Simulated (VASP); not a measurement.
# Ru: single point with PBEsol

The system is Ru.

```
Ru
1.0
     2.60542    0.00000    0.00000
    -1.30271    2.25636    0.00000
     0.00000    0.00000    4.53086
Ru
2
Direct
  0.33333 0.66667 0.25000
  0.66667 0.33333 0.75000
```

This cell differs from its parent crystal: ratio of the length along z to the lengths across it x 1.1, volume and fractional coordinates fixed.

```json
{"Program": "VASP 6.6.1", "Task": "single point", "Functional": "PBEsol", "Potentials or basis": "VASP PAW PBE potentials, release 64 (Ru_pv)", "Cutoff": "520 eV", "k mesh": "30 × 30 × 16", "Occupations": "gaussian, width 0.15 eV", "Spin": "no spin polarisation"}
```

```
Pressure               : 2.7 GPa
Band gap on the k mesh : zero (band 14 reaches 14.75 eV, above the bottom of band 15 at 11.68 eV)
```

Stress tensor (GPa, compression positive):
```
 18.73   0.00   0.00
  0.00  18.73   0.00
  0.00   0.00 -29.42
```

Levels at points of the mesh, in eV from the Fermi level:
| k point | band 12 | band 13 | band 14 | band 15 | band 16 | band 17 |
| --- | --- | --- | --- | --- | --- | --- |
| (0.00, 0.00, 0.00) | -2.12 | -2.12 | -0.69 | -0.69 | 0.22 | 1.27 |
| (0.50, 0.00, 0.00) | -1.99 | -1.51 | 1.60 | 2.10 | 2.35 | 4.35 |
| (0.00, 0.00, 0.50) | -2.61 | -2.61 | -2.61 | 0.61 | 0.61 | 0.61 |
| (0.50, 0.00, 0.50) | -0.74 | 0.46 | 0.46 | 2.24 | 2.24 | 3.49 |

Wall time 9.4 min on 1 thread of Intel Xeon 8259CL, on a shared host, peak memory 0.44 GiB.

Caveat: the PAW data sets were made with another functional, which shifts forces and pressure a little.
